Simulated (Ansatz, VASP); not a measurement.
**Re in VASP and in Ansatz**

```
Re
1.0
     0.00000    1.97500    1.97500
     1.97500    0.00000    1.97500
     1.97500    1.97500    0.00000
Re
1
Cartesian
  0.0000 0.0000 0.0000
```

Alike in both runs: task single point; functional LDA; k mesh 12 × 12 × 12; occupations gaussian, width 0.05 eV; no spin polarisation.

|  | VASP | Ansatz |
| --- | --- | --- |
| version | VASP 6.6.1 | Ansatz 0.2.0 |
| potentials or method | VASP PAW LDA potentials, release 64 (Re), cutoff 520 eV | all-electron LAPW, scalar-relativistic |

```tsv
	VASP	Ansatz	Ansatz less VASP
gap on the k mesh at the Fermi level (eV)	none	none	-
pressure (GPa)	-23.1	-23.6	-0.55
```

LDA's correlation is that of Perdew and Zunger in VASP and of Perdew and Wang (1992) in Ansatz. A gap of «none» marks a metal or a gap that the smearing closes. Ansatz ran all-electron here, and VASP with PAW potentials.

Spin-orbit coupling is off throughout.
